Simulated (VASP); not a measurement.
A run of VASP 6.6.1 is set up as follows.

File INCAR:

```
ALGO = Normal
EDIFF = 1E-6
ENCUT = 520
GGA = PE
ISIF = 2
ISMEAR = 0
LASPH = True
LCHARG = False
LREAL = False
LWAVE = False
NBANDS = 24
NELM = 80
PREC = Accurate
SIGMA = 0.1
```

The input KPOINTS:

```
k-points
0
Gamma
  12 12 4
```

The input POSCAR:

```
Mg3CdS2
1.0
    3.5877592513      0.0000000000      0.0000000000
   -1.7938796256      3.1070906543      0.0000000000
    0.0000000000      0.0000000000     10.6665219598
Mg Cd S
3 1 2
Direct
    0.0000000000      0.0000000000      0.5000000000
    0.3333333333      0.6666666667      0.2143147243
    0.6666666667      0.3333333333      0.7856852757
    0.0000000000      0.0000000000      0.0000000000
    0.3333333333      0.6666666667      0.6427473651
    0.6666666667      0.3333333333      0.3572526349
```

Potentials or basis: VASP PAW PBE potentials, release 64 (Mg, Cd, S).

The run is started by

```console
$ cat potpaw_PBE.64/Mg/POTCAR potpaw_PBE.64/Cd/POTCAR potpaw_PBE.64/S/POTCAR > POTCAR
$ mpirun -np 1 vasp_std > vasp.out
```

Question: What does it give for the pressure?

Answer: 1.5 GPa.

Question: Predict the largest force.

Answer: 0.009 eV/Å.

Question: Predict the band gap on the k mesh.

Answer: Zero (band 15 reaches 4.33 eV, above the bottom of band 16 at 3.99 eV).

Forces in eV/Å, atoms in the order of the input:
```
Mg   0.000  0.000  0.000
Mg   0.000  0.000  0.009
Mg   0.000  0.000 -0.009
Cd   0.000  0.000  0.000
S    0.000  0.000 -0.007
S    0.000  0.000  0.007
```
